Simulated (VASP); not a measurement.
# WSe2 (P6_3/mmc) in VASP: a series of runs

WSe2 is run at these levels: PBE+D3(BJ), PBE+D4, PBE, LDA; tasks: single point.

Program: VASP 6.6.1. These are calculated values, not measurements. Logs are shortened: lines on timing, memory, paths and dates and some standing lists are left out, and cuts for length are marked.

## (1) The cell of the first run

Symmetry: P6_3/mmc, No. 194, hexagonal system. Conventional cell: a = 3.279 Å, b = 3.279 Å, c = 12.791 Å, α = 90.00°, β = 90.00°, γ = 120.00°. W (site symmetry -6m2) has 6 Se at 2.53 Å and 6 W at 3.28 Å within 3.3 Å. Within 3.4 Å of Se (site symmetry 3m) lie 3 W at 2.53 Å and 7 Se at 3.28 to 3.37 Å.

## (2) Single point, PBE+D3(BJ)

INCAR

```
PREC     = Accurate       # precision mode
ENCUT    = 520            # plane-wave cutoff, eV
EDIFF    = 1E-7           # SCF threshold, eV
ISMEAR   = -1             # smearing method
SIGMA    = 0.02           # smearing width, eV
LREAL    = F              # projectors in reciprocal space
LASPH    = T              # aspherical terms in the spheres
NELM     = 100            # most SCF steps
ALGO     = Normal         # electronic algorithm
ISIF     = 2              # what is computed and relaxed
LWAVE    = F              # write WAVECAR
LCHARG   = T              # write CHGCAR
GGA      = PE             # functional
IVDW     = 12             # dispersion correction
LELF     = T              # ELF
LVHAR    = T            
NBANDS   = 35             # bands
```

KPOINTS

```
Automatic mesh
0
Gamma
  12 12 2
```

POSCAR

```
WSe2
1.0
    3.2787362217      0.0000000000      0.0000000000
   -1.6393681109      2.8394688603      0.0000000000
    0.0000000000      0.0000000000     12.7914883227
W Se
2 4
Direct
    0.3333333333      0.6666666667      0.2500000000
    0.6666666667      0.3333333333      0.7500000000
    0.6666666667      0.3333333333      0.3816771374
    0.6666666667      0.3333333333      0.1183228626
    0.3333333333      0.6666666667      0.8816771374
    0.3333333333      0.6666666667      0.6183228626
```

Potentials or basis: VASP PAW PBE potentials, release 64 (W_sv, Se).

Launch:

```
cat potpaw_PBE.64/W_sv/POTCAR potpaw_PBE.64/Se/POTCAR > POTCAR
mpirun -np 1 vasp_std > vasp.out
```

OUTCAR:

```text
PREC = Accurate
   ENCUT = 520
   EDIFF = 1E-7
   ISMEAR = -1
   LREAL = F
   LASPH = T
   NELM = 100
   ISIF = 2
   GGA = PE
   IVDW = 12
 IVDW          = 12

 ion  position               nearest neighbor table
   1  0.333  0.667  0.250-   3 2.53   4 2.53   3 2.53   4 2.53   3 2.53   4 2.53
   2  0.667  0.333  0.750-   5 2.53   6 2.53   5 2.53   6 2.53   5 2.53   6 2.53
   3  0.667  0.333  0.382-   1 2.53   1 2.53   1 2.53
   4  0.667  0.333  0.118-   1 2.53   1 2.53   1 2.53
   5  0.333  0.667  0.882-   2 2.53   2 2.53   2 2.53
   6  0.333  0.667  0.618-   2 2.53   2 2.53   2 2.53

  LATTYP: Found a hexagonal cell.
 ALAT       =     3.2787362217
 C/A-ratio  =     3.9013471831

  Lattice vectors:

 A1 = (   3.2787362217,   0.0000000000,   0.0000000000)
 A2 = (  -1.6393681109,   2.8394688603,   0.0000000000)
 A3 = (   0.0000000000,   0.0000000000,  12.7914883227)

Analysis of symmetry for initial positions (statically):
=====================================================================
 Subroutine PRICEL returns:
 Original cell was already a primitive cell.

 Routine SETGRP: Setting up the symmetry group for a
 hexagonal supercell.

 Subroutine GETGRP returns: Found 24 space group operations
 (whereof 12 operations were pure point group operations)
 out of a pool of 24 trial point group operations.

The static configuration has the point symmetry D_3d.
 The point group associated with its full space group is D_6h.

Analysis of symmetry for dynamics (positions and initial velocities):
=====================================================================
 Subroutine PRICEL returns:
 Original cell was already a primitive cell.

 Routine SETGRP: Setting up the symmetry group for a
 hexagonal supercell.

 Subroutine GETGRP returns: Found 24 space group operations
 (whereof 12 operations were pure point group operations)
 out of a pool of 24 trial point group operations.

The dynamic configuration has the point symmetry D_3d.
 The point group associated with its full space group is D_6h.

 Subroutine INISYM returns: Found 24 space group operations
 (whereof 12 operations are pure point group operations),
 and found     1 'primitive' translations

----------------------------------------------------------------------------------------

                                     Primitive cell

  volume of cell :     119.0871

  direct lattice vectors                    reciprocal lattice vectors
     3.278736222  0.000000000  0.000000000     0.304995563  0.176089270  0.000000000
    -1.639368111  2.839468860  0.000000000     0.000000000  0.352178541  0.000000000
     0.000000000  0.000000000 12.791488323     0.000000000  0.000000000  0.078176986

  length of vectors
     3.278736222  3.278736222 12.791488323     0.352178541  0.352178541  0.078176986

  position of ions in fractional coordinates (direct lattice)
     0.333333333  0.666666667  0.250000000
     0.666666667  0.333333333  0.750000000
     0.666666667  0.333333333  0.381677137
     0.666666667  0.333333333  0.118322863
     0.333333333  0.666666667  0.881677137
     0.333333333  0.666666667  0.618322863

  ion indices of the primitive-cell ions
   primitive index   ion index
                 1           1
                 2           2
                 3           3
                 4           4
                 5           5
                 6           6

----------------------------------------------------------------------------------------

 KPOINTS: Automatic mesh

Automatic generation of k-mesh.
 Grid dimensions read from file:
 generate k-points for:   12   12    2

 Generating k-lattice:

  Cartesian coordinates                     Fractional coordinates (reciprocal lattice)
     0.025416297  0.014674106  0.000000000     0.083333333  0.000000000  0.000000000
     0.000000000  0.029348212  0.000000000     0.000000000  0.083333333  0.000000000
     0.000000000  0.000000000  0.039088493     0.000000000  0.000000000  0.500000000

  Length of vectors
     0.029348212  0.029348212  0.039088493

  Shift w.r.t. Gamma in fractional coordinates (k-lattice)
     0.000000000  0.000000000  0.000000000

 Subroutine IBZKPT returns following result:
 ===========================================

 Found     38 irreducible k-points:

 Following reciprocal coordinates:
            Coordinates               Weight
  0.000000  0.000000  0.000000      1.000000
  0.083333 -0.000000  0.000000      6.000000
  0.166667  0.000000  0.000000      6.000000
  0.250000 -0.000000  0.000000      6.000000
  0.333333  0.000000  0.000000      6.000000
  0.416667  0.000000  0.000000      6.000000
[... 16 lines left out ...]
  0.250000 -0.000000  0.500000      6.000000
  0.333333  0.000000  0.500000      6.000000
 [... further k-points ...]
   k-points           NKPTS =     38   k-points in BZ     NKDIM =     38   number of bands    NBANDS=     35
   number of dos      NEDOS =    301   number of ions     NIONS =      6
   total plane-waves  NPLWV =  55296
   dimension x,y,z NGX =    24 NGY =   24 NGZ =   96
   dimension x,y,z NGXF=    48 NGYF=   48 NGZF=  192
   ions per type =               2   4
   NGX,Y,Z   is equivalent  to a cutoff of  12.17, 12.17, 12.48 a.u.
   NGXF,Y,Z  is equivalent  to a cutoff of  24.34, 24.34, 24.95 a.u.
 SYSTEM =  unknown system
   PREC   = accura    normal or accurate (medium, high low for compatibility)
   ISTART =      0    job   : 0-new  1-cont  2-samecut
   ICHARG =      2    charge: 1-file 2-atom 10-const
   ISPIN  =      1    spin polarized calculation?
   LNONCOLLINEAR =      F non collinear calculations
   LSORBIT =      F    spin-orbit coupling
   LASPH  =      T    aspherical Exc in radial PAW
   ENCUT  =  520.0 eV  38.22 Ry    6.18 a.u.   6.10  6.10 23.78*2*pi/ulx,y,z
   NELM   =    100;   NELMIN=  2; NELMDL= -5     # of ELM steps
   EDIFF  = 0.1E-06   stopping-criterion for ELM
   LREAL  =      F    real-space projection
   EDIFFG = 0.1E-05   stopping-criterion for IOM
   NSW    =      0    number of steps for IOM
   IBRION =     -1    ionic relax: 0-MD 1-quasi-New 2-CG
   NFREE  =      0    steps in history (QN), initial steepest desc. (CG)
   ISIF   =      2    stress and relaxation
   ISYM   =      2    0-nonsym 1-usesym 2-fastsym
   POTIM  = 0.5000    time-step for ionic-motion
   TEBEG  =    0.0;   TEEND  =   0.0 temperature during run
   PSTRESS=    0.0 pullay stress
   NELECT =      52.0000    total number of electrons
   NUPDOWN=      -1.0000    fix difference up-down
   EMIN   =  10.00;   EMAX   =-10.00  energy-range for DOS
   EFERMI =   0.00;   METHOD = LEGACY
   ISMEAR =    -1;   SIGMA  =   0.02  broadening in eV -4-tet -1-fermi 0-gaus
   EFERMI_NEDOS =   21; number of points for ismear=-14 and -15
   IALGO  =     38    algorithm
   IMIX   =      4    mixing-type and parameters
     AMIX     =   0.40;   BMIX     =  1.00
     AMIX_MAG =   1.60;   BMIX_MAG =  1.00
  volume/ion in A,a.u.               =      19.85       133.94
  Fermi-wavevector in a.u.,A,eV,Ry     =   1.241998  2.347037 20.987805  1.542560
  Thomas-Fermi vector in A             =   2.376372
   LORBIT       =      0    0 simple, 1 ext, 2 COOP (PROOUT), +10 PAW based schemes
   GGA     = PE    functional components
   LHFCALC =     F    Hartree Fock is set to
   AEXX    =    0.0000 exact exchange contribution
   IVDW    =    12    specifies the selected vdW correction
   LEPSILON=     F    determine dielectric tensor
   LRPA    =     F    only Hartree local field effects (RPA)
 non-spin polarized calculation
  energy-cutoff  :      520.00
  volume of cell :      119.09
 maximum number of plane-waves:      3248
   NGX = 13   NGY = 13   NGZ = 47

 number of electron      51.9999988 magnetization

 Free energy of the ion-electron system (eV)
  ---------------------------------------------------
  ext. energy  EPLUGINS =         0.00000000
  ---------------------------------------------------
  free energy    TOTEN  =       -43.07793960 eV

  energy without entropy =      -43.07793960  energy(sigma->0) =      -43.07793960

 E-fermi :   6.8931     XC(G=0): -10.8967

 val. band max:        6.5225602502   @ k =   0.0000   0.0000   0.0000
 cond. band min:       7.4140659393   @ k =   0.1667   0.1667   0.0000
 fundamental gap:      0.8915056891
 Fermi energy:         6.8930930430

 k-point     1 :       0.0000    0.0000    0.0000
  band No.  band energies     occupation
      1     -67.8192      2.00000
      2     -67.8191      2.00000
      3     -32.0700      2.00000
      4     -32.0700      2.00000
      5     -31.9328      2.00000
      6     -31.9328      2.00000
[... 27 lines left out ...]
     34       9.4661      0.00000
     35      11.0795      0.00000

 k-point     2 :       0.0833   -0.0000    0.0000
  band No.  band energies     occupation
      1     -67.8185      2.00000
      2     -67.8184      2.00000
      3     -32.0669      2.00000
      4     -32.0669      2.00000
      5     -31.9491      2.00000
      6     -31.9491      2.00000
[... 27 lines left out ...]
     34       9.4269      0.00000
     35      11.7004      0.00000

 k-point     3 :       0.1667    0.0000    0.0000
  band No.  band energies     occupation
      1     -67.8165      2.00000
      2     -67.8165      2.00000
      3     -32.0585      2.00000
      4     -32.0584      2.00000
      5     -31.9935      2.00000
      6     -31.9935      2.00000
[... 27 lines left out ...]
     34       9.8883      0.00000
     35      12.6208      0.00000
[... 723 lines left out ...]
 k-point    23 :       0.2500   -0.0000    0.5000
  band No.  band energies     occupation
      1     -67.8138      2.00000
      2     -67.8138      2.00000
      3     -32.0535      2.00000
      4     -32.0535      2.00000
      5     -32.0468      2.00000
      6     -32.0468      2.00000
[... 27 lines left out ...]
     34      10.1780      0.00000
     35      12.8418      0.00000

 k-point    24 :       0.3333    0.0000    0.5000
  band No.  band energies     occupation
      1     -67.8111      2.00000
      2     -67.8111      2.00000
      3     -32.1128      2.00000
      4     -32.1128      2.00000
      5     -32.0352      2.00000
      6     -32.0352      2.00000
[... 27 lines left out ...]
     34      10.4339      0.00000
     35      12.0523      0.00000

 [... further k-points ...]

------------------------ aborting loop because EDIFF is reached ----------------------------------------

 Edisp (eV)   -2.85267

 E8    (eV) :    -1.2724

  FORCE on cell =-STRESS in cart. coord.  units (eV):
  Direction    XX          YY          ZZ          XY          YZ          ZX
  --------------------------------------------------------------------------------------
  -------------------------------------------------------------------------------------
  Total       0.22722     0.22722     0.30801    -0.00000    -0.00000     0.00000
  in kB       3.05694     3.05694     4.14397    -0.00000    -0.00000     0.00000
  external pressure =        3.42 kB  Pullay stress =        0.00 kB

 VOLUME and BASIS-vectors are now :
 -----------------------------------------------------------------------------
  energy-cutoff  :      520.00
  volume of cell :      119.09
      direct lattice vectors                 reciprocal lattice vectors
     3.278736222  0.000000000  0.000000000     0.304995563  0.176089270  0.000000000
    -1.639368111  2.839468860  0.000000000     0.000000000  0.352178541  0.000000000
     0.000000000  0.000000000 12.791488323     0.000000000  0.000000000  0.078176986

 POSITION                                       TOTAL-FORCE (eV/Angst)
 -----------------------------------------------------------------------------------
     -0.00000      1.89298      3.19787         0.000000     -0.000000      0.000000
      1.63937      0.94649      9.59362        -0.000000     -0.000000      0.000000
      1.63937      0.94649      4.88222        -0.000000      0.000000      0.049822
      1.63937      0.94649      1.51353        -0.000000      0.000000     -0.049822
     -0.00000      1.89298     11.27796         0.000000     -0.000000      0.049822
     -0.00000      1.89298      7.90927         0.000000      0.000000     -0.049822
 -----------------------------------------------------------------------------------
    total drift:                               -0.000000      0.000000     -0.000000

  FREE ENERGIE OF THE ION-ELECTRON SYSTEM (eV)
  ---------------------------------------------------
  free  energy   TOTEN  =       -45.9306077329 eV

  energy  without entropy=      -45.9306077329  energy(sigma->0) =      -45.93060773
```

Wall time 80 s (1 thread of Intel Xeon 6975P-C (Granite Rapids), shared host); peak memory 0.3 GiB.

What came out:

```
Free energy                : -45.9306 eV
Pressure                   : 0.3 GPa
Largest force              : 0.050 eV/Å
Band gap on the k mesh     : 0.89 eV (least direct gap 1.56 eV)
Dispersion energy per atom : -0.475 eV
```

Forces in eV/Å, atoms in the order of the input:
```
W    0.000  0.000  0.000
W    0.000  0.000  0.000
Se   0.000  0.000  0.050
Se   0.000  0.000 -0.050
Se   0.000  0.000  0.050
Se   0.000  0.000 -0.050
```

Caveat: spin-orbit coupling is left out, which moves the levels of the heavy elements. A k mesh can miss the band edges.

## (3) Single point, PBE+D4

This run uses another cell than the first one, of 19.92 Å³/atom.

INCAR

```
SYSTEM = WSe2
  PREC = Accurate
  ENCUT = 520
  EDIFF = 1E-7
  ISMEAR = -1
  SIGMA = 0.02
  LREAL = .False.
  LASPH = .True.
  NELM = 100
  ALGO = Normal
  ISIF = 2
  LWAVE = .False.
  LCHARG = .True.
  GGA = PE
  IVDW = 13
  LELF = .True.
  LVHAR = .True.
  NBANDS = 35
```

KPOINTS

```
regular mesh
0
Gamma
  12 12 2
  0 0 0
```

POSCAR

```
WSe2
1.0
    3.2787184263      0.0000000000      0.0000000000
   -1.6393592132      2.8394534490      0.0000000000
    0.0000000000      0.0000000000     12.8382147106
W Se
2 4
Direct
    0.3333333333      0.6666666667      0.2500000000
    0.6666666667      0.3333333333      0.7500000000
    0.6666666667      0.3333333333      0.3812977483
    0.6666666667      0.3333333333      0.1187022517
    0.3333333333      0.6666666667      0.8812977483
    0.3333333333      0.6666666667      0.6187022517
```

Potentials or basis: VASP PAW PBE potentials, release 64 (W_sv, Se).

Launch:

```
cat potpaw_PBE.64/W_sv/POTCAR potpaw_PBE.64/Se/POTCAR > POTCAR
mpirun -np 1 vasp_std > vasp.out
```

It took 74 s on 1 thread of Intel Xeon 6975P-C (Granite Rapids), shared host; peak memory 0.29 GiB.

It converged, with:

```yaml
Free_energy: -46.0653 eV
Pressure: 0.3 GPa
Largest_force: 0.040 eV/Å
Band_gap_on_the_k_mesh: 0.91 eV (least direct gap 1.57 eV)
Dispersion_energy_per_atom: -0.496 eV
```

Forces in eV/Å, atoms in the order of the input:
```
W    0.000  0.000  0.000
W    0.000  0.000  0.000
Se   0.000  0.000  0.040
Se   0.000  0.000 -0.040
Se   0.000  0.000  0.040
Se   0.000  0.000 -0.040
```

Stress tensor (GPa, compression positive):
```
0.28 0.00 0.00
0.00 0.28 0.00
0.00 0.00 0.38
```

Levels at points of the mesh, in eV from the valence-band top:
```tsv
k point	band 23	band 24	band 25	band 26	band 27	band 28	band 29	band 30
(0.00, 0.00, 0.00)	-1.44	-1.18	-0.99	0.00	2.65	2.65	2.71	2.71
(0.50, 0.00, 0.00)	-1.47	-1.35	-1.29	-1.04	2.17	2.22	2.29	2.70
(0.00, 0.00, 0.50)	-1.47	-1.47	-0.21	-0.21	2.65	2.65	2.65	2.65
(0.50, 0.00, 0.50)	-1.36	-1.36	-1.19	-1.19	2.19	2.19	2.53	2.53
```

Caveat: spin-orbit coupling is left out, which moves the levels of the heavy elements. A k mesh can miss the band edges.

(Part 1 of 2 ends here.)
